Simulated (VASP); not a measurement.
# Zn (P6_3/mmc) in VASP: further runs

Runs on Zn. Level: PBE. Tasks: electric field gradients.

Program: VASP 6.6.1. These are calculated values, not measurements. Logs are shortened: lines on timing, memory, paths and dates and some standing lists are left out, and cuts for length are marked.

## Step 1: The cell of the first run

It takes space group P6_3/mmc (No. 194, hexagonal). The conventional cell has a = 2.638 Å, b = 2.638 Å, c = 4.947 Å, α = 90.00°, β = 90.00°, γ = 120.00°. Zn (site symmetry -6m2) has 12 Zn at 2.64 to 2.90 Å within 3.5 Å.

## Step 2: Electric field gradients, PBE (equal xx and yy strain of -1 %)

File INCAR:

```
ALGO = Normal
EDIFF = 1E-8
ENCUT = 520
GGA = PE
ISIF = 2
ISMEAR = -1
LASPH = True
LCHARG = False
LEFG = True
LREAL = False
LWAVE = False
NBANDS = 19
NELM = 60
PREC = Accurate
SIGMA = 0.03
```

File KPOINTS:

```
k-points
0
Gamma
  18 18 8
```

File POSCAR:

```
Zn
1.0
    2.6381500727      0.0000000000      0.0000000000
   -1.3190750363      2.2847049819      0.0000000000
    0.0000000000      0.0000000000      4.9467000000
Zn
2
Direct
    0.3333333333      0.6666666667      0.2500000000
    0.6666666667      0.3333333333      0.7500000000
```

Potentials or basis: VASP PAW PBE potentials, release 64 (Zn).

Launch:

```sh
> cat potpaw_PBE.64/Zn/POTCAR > POTCAR
> mpirun -np 1 vasp_std > vasp.out
```

OUTCAR:

```text
EDIFF = 1E-8
   ENCUT = 520
   GGA = PE
   ISIF = 2
   ISMEAR = -1
   LASPH = True
   LREAL = False
   NELM = 60
   PREC = Accurate

 ion  position               nearest neighbor table
   1  0.333  0.667  0.250-   2 2.90   2 2.90   2 2.90   2 2.90   2 2.90   2 2.90
   2  0.667  0.333  0.750-   1 2.90   1 2.90   1 2.90   1 2.90   1 2.90   1 2.90

  LATTYP: Found a hexagonal cell.
 ALAT       =     2.6381500727
 C/A-ratio  =     1.8750639136

  Lattice vectors:

 A1 = (   2.6381500727,   0.0000000000,   0.0000000000)
 A2 = (  -1.3190750363,   2.2847049819,   0.0000000000)
 A3 = (   0.0000000000,   0.0000000000,   4.9467000000)

Analysis of symmetry for initial positions (statically):
=====================================================================
 Subroutine PRICEL returns:
 Original cell was already a primitive cell.

 Routine SETGRP: Setting up the symmetry group for a
 hexagonal supercell.

 Subroutine GETGRP returns: Found 24 space group operations
 (whereof 12 operations were pure point group operations)
 out of a pool of 24 trial point group operations.

The static configuration has the point symmetry D_3d.
 The point group associated with its full space group is D_6h.

Analysis of symmetry for dynamics (positions and initial velocities):
=====================================================================
 Subroutine PRICEL returns:
 Original cell was already a primitive cell.

 Routine SETGRP: Setting up the symmetry group for a
 hexagonal supercell.

 Subroutine GETGRP returns: Found 24 space group operations
 (whereof 12 operations were pure point group operations)
 out of a pool of 24 trial point group operations.

The dynamic configuration has the point symmetry D_3d.
 The point group associated with its full space group is D_6h.

 Subroutine INISYM returns: Found 24 space group operations
 (whereof 12 operations are pure point group operations),
 and found     1 'primitive' translations

----------------------------------------------------------------------------------------

                                     Primitive cell

  volume of cell :      29.8157

  direct lattice vectors                    reciprocal lattice vectors
     2.638150073  0.000000000  0.000000000     0.379053493  0.218846636  0.000000000
    -1.319075036  2.284704982  0.000000000     0.000000000  0.437693272  0.000000000
     0.000000000  0.000000000  4.946700000     0.000000000  0.000000000  0.202154972

  length of vectors
     2.638150073  2.638150073  4.946700000     0.437693272  0.437693272  0.202154972

  position of ions in fractional coordinates (direct lattice)
     0.333333333  0.666666667  0.250000000
     0.666666667  0.333333333  0.750000000

  ion indices of the primitive-cell ions
   primitive index   ion index
                 1           1
                 2           2

----------------------------------------------------------------------------------------

 KPOINTS: k-points

Automatic generation of k-mesh.
 Grid dimensions read from file:
 generate k-points for:   18   18    8

 Generating k-lattice:

  Cartesian coordinates                     Fractional coordinates (reciprocal lattice)
     0.021058527  0.012158146  0.000000000     0.055555556  0.000000000  0.000000000
     0.000000000  0.024316293  0.000000000     0.000000000  0.055555556  0.000000000
     0.000000000  0.000000000  0.025269372     0.000000000  0.000000000  0.125000000

  Length of vectors
     0.024316293  0.024316293  0.025269372

  Shift w.r.t. Gamma in fractional coordinates (k-lattice)
     0.000000000  0.000000000  0.000000000

 Subroutine IBZKPT returns following result:
 ===========================================

 Found    185 irreducible k-points:

 Following reciprocal coordinates:
            Coordinates               Weight
  0.000000  0.000000  0.000000      1.000000
  0.055556 -0.000000  0.000000      6.000000
  0.111111 -0.000000  0.000000      6.000000
  0.166667  0.000000  0.000000      6.000000
  0.222222 -0.000000  0.000000      6.000000
  0.277778 -0.000000  0.000000      6.000000
[... 16 lines left out ...]
  0.333333  0.111111  0.000000     12.000000
  0.388889  0.111111  0.000000     12.000000
 [... further k-points ...]
   k-points           NKPTS =    185   k-points in BZ     NKDIM =    185   number of bands    NBANDS=     19
   number of dos      NEDOS =    301   number of ions     NIONS =      2
   total plane-waves  NPLWV =  16000
   dimension x,y,z NGX =    20 NGY =   20 NGZ =   40
   dimension x,y,z NGXF=    40 NGYF=   40 NGZF=   80
   ions per type =               2
   NGX,Y,Z   is equivalent  to a cutoff of  12.60, 12.60, 13.44 a.u.
   NGXF,Y,Z  is equivalent  to a cutoff of  25.21, 25.21, 26.89 a.u.
 SYSTEM =  unknown system
   PREC   = accura    normal or accurate (medium, high low for compatibility)
   ISTART =      0    job   : 0-new  1-cont  2-samecut
   ICHARG =      2    charge: 1-file 2-atom 10-const
   ISPIN  =      1    spin polarized calculation?
   LNONCOLLINEAR =      F non collinear calculations
   LSORBIT =      F    spin-orbit coupling
   LASPH  =      T    aspherical Exc in radial PAW
   ENCUT  =  520.0 eV  38.22 Ry    6.18 a.u.   4.91  4.91  9.20*2*pi/ulx,y,z
   NELM   =     60;   NELMIN=  2; NELMDL= -5     # of ELM steps
   EDIFF  = 0.1E-07   stopping-criterion for ELM
   LREAL  =      F    real-space projection
   EDIFFG = 0.1E-06   stopping-criterion for IOM
   NSW    =      0    number of steps for IOM
   IBRION =     -1    ionic relax: 0-MD 1-quasi-New 2-CG
   NFREE  =      0    steps in history (QN), initial steepest desc. (CG)
   ISIF   =      2    stress and relaxation
   ISYM   =      2    0-nonsym 1-usesym 2-fastsym
   POTIM  = 0.5000    time-step for ionic-motion
   TEBEG  =    0.0;   TEEND  =   0.0 temperature during run
   PSTRESS=    0.0 pullay stress
   NELECT =      24.0000    total number of electrons
   NUPDOWN=      -1.0000    fix difference up-down
   EMIN   =  10.00;   EMAX   =-10.00  energy-range for DOS
   EFERMI =   0.00;   METHOD = LEGACY
   ISMEAR =    -1;   SIGMA  =   0.03  broadening in eV -4-tet -1-fermi 0-gaus
   EFERMI_NEDOS =   21; number of points for ismear=-14 and -15
   IALGO  =     38    algorithm
   IMIX   =      4    mixing-type and parameters
     AMIX     =   0.40;   BMIX     =  1.00
     AMIX_MAG =   1.60;   BMIX_MAG =  1.00
  volume/ion in A,a.u.               =      14.91       100.60
  Fermi-wavevector in a.u.,A,eV,Ry     =   1.522872  2.877812 31.553819  2.319140
  Thomas-Fermi vector in A             =   2.631393
   LORBIT       =      0    0 simple, 1 ext, 2 COOP (PROOUT), +10 PAW based schemes
   GGA     = PE    functional components
   LHFCALC =     F    Hartree Fock is set to
   AEXX    =    0.0000 exact exchange contribution
   IVDW    =     0    specifies the selected vdW correction
   LEPSILON=     F    determine dielectric tensor
   LRPA    =     F    only Hartree local field effects (RPA)
 non-spin polarized calculation
  energy-cutoff  :      520.00
  volume of cell :       29.82
 maximum number of plane-waves:       825
 NGX is ok and might be reduce to    20
   NGX =  9   NGY =  9   NGZ = 19

 number of electron      24.0000026 magnetization

 Free energy of the ion-electron system (eV)
  ---------------------------------------------------
  ext. energy  EPLUGINS =         0.00000000
  ---------------------------------------------------
  free energy    TOTEN  =        -2.21312228 eV

  energy without entropy =       -2.21129635  energy(sigma->0) =       -2.21220932

 E-fermi :   3.4189     XC(G=0): -11.6548

 val. band max:        3.4075540622   @ k =   0.0000   0.0000   0.2500
 cond. band min:       3.4261810130   @ k =   0.2222   0.0556   0.1250
 fundamental gap:      0.0186269508
 Fermi energy:         3.4189351959

 k-point     1 :       0.0000    0.0000    0.0000
  band No.  band energies     occupation
      1      -7.3097      2.00000
      2      -5.4699      2.00000
      3      -4.7389      2.00000
      4      -4.4895      2.00000
      5      -4.4895      2.00000
      6      -4.4400      2.00000
[... 11 lines left out ...]
     18      22.7825      0.00000
     19      22.7831      0.00000
[... 485 lines left out ...]
 k-point    24 :       0.3889    0.1111    0.0000
  band No.  band energies     occupation
      1      -5.1450      2.00000
      2      -5.0473      2.00000
      3      -4.9517      2.00000
      4      -4.4938      2.00000
      5      -4.3539      2.00000
      6      -4.3380      2.00000
[... 11 lines left out ...]
     18      16.4572      0.00000
     19      17.8011      0.00000

 [... further k-points ...]

------------------------ aborting loop because EDIFF is reached ----------------------------------------

  FORCE on cell =-STRESS in cart. coord.  units (eV):
  Direction    XX          YY          ZZ          XY          YZ          ZX
  --------------------------------------------------------------------------------------
  -------------------------------------------------------------------------------------
  Total        0.2892203      0.2892203      0.3770305      0.0000000     -0.0000000      0.0000000
  in kB       15.5415439     15.5415439     20.2601149      0.0000000     -0.0000000      0.0000000
  external PRESSURE =      17.1144009 kB  Pullay stress =       0.0000000 kB

 VOLUME and BASIS-vectors are now :
 -----------------------------------------------------------------------------
  energy-cutoff  :      520.00
  volume of cell :       29.82
      direct lattice vectors                 reciprocal lattice vectors
     2.638150073  0.000000000  0.000000000     0.379053493  0.218846636  0.000000000
    -1.319075036  2.284704982  0.000000000     0.000000000  0.437693272  0.000000000
     0.000000000  0.000000000  4.946700000     0.000000000  0.000000000  0.202154972

 POSITION                                       TOTAL-FORCE (eV/Angst)
 -----------------------------------------------------------------------------------
     -0.00000      1.52314      1.23667         0.000000     -0.000000      0.000000
      1.31908      0.76157      3.71002        -0.000000      0.000000      0.000000
 -----------------------------------------------------------------------------------
    total drift:                                0.000000     -0.000000      0.000000

  FREE ENERGIE OF THE ION-ELECTRON SYSTEM (eV)
  ---------------------------------------------------
  free  energy   TOTEN  =        -2.2131222837 eV

  energy  without entropy=       -2.2112963546  energy(sigma->0) =       -2.21220932

 Electric field gradients (V/A^2)
---------------------------------------------------------------------
 ion       V_xx      V_yy      V_zz      V_xy      V_xz      V_yz
---------------------------------------------------------------------
   1     -19.488   -19.485    38.974     0.003     0.000    -0.000
   2     -19.488   -19.485    38.974     0.003    -0.000     0.000
---------------------------------------------------------------------

 Electric field gradients after diagonalization (V/A^2)
 (convention: |V_zz| > |V_xx| > |V_yy|)
----------------------------------------------------------------------
 ion       V_xx      V_yy      V_zz     asymmetry (V_yy - V_xx)/ V_zz
----------------------------------------------------------------------
   1     -19.490   -19.484    38.974       0.000
   2     -19.490   -19.484    38.974       0.000
----------------------------------------------------------------------

           NMR quadrupolar parameters

 Cq : quadrupolar parameter    Cq=e*Q*V_zz/h
 eta: asymmetry parameters     (V_yy - V_xx)/ V_zz
 Q  : nuclear electric quadrupole moment in mb (millibarn)
----------------------------------------------------------------------
 ion       Cq(MHz)       eta       Q (mb)
----------------------------------------------------------------------
   1       0.094       0.000       1.000
   2       0.094       0.000       1.000
----------------------------------------------------------------------
```

Run time: 93 s. Hardware: 1 thread of Intel Xeon 8259CL, shared host; peak memory 0.2 GiB.

Results:

| Item | Value |
| --- | --- |
| Free energy | -2.2131 eV |
| Pressure | 1.7 GPa |
| Band gap on the k mesh | zero (bands 12 and 13 overlap by 4.82 eV) |
| Largest electric field gradient by atom | Zn +39.0 V/Å² |

Electric field gradients, principal values (V/Å²):
```
atom    least   middle  greatest (by size)
1 Zn  -19.484  -19.490              38.974
2 Zn  -19.484  -19.490              38.974
```

Caveat: the cell differs from its parent crystal (equal xx and yy strain of -1 %); without QUAD_EFG the Cq values of the log hold for a quadrupole moment of 1 mb, not for the nuclei.

(Continued in part 2 of 2.)

The gap in the log of VASP goes by the Fermi energy; the results here count the filled bands.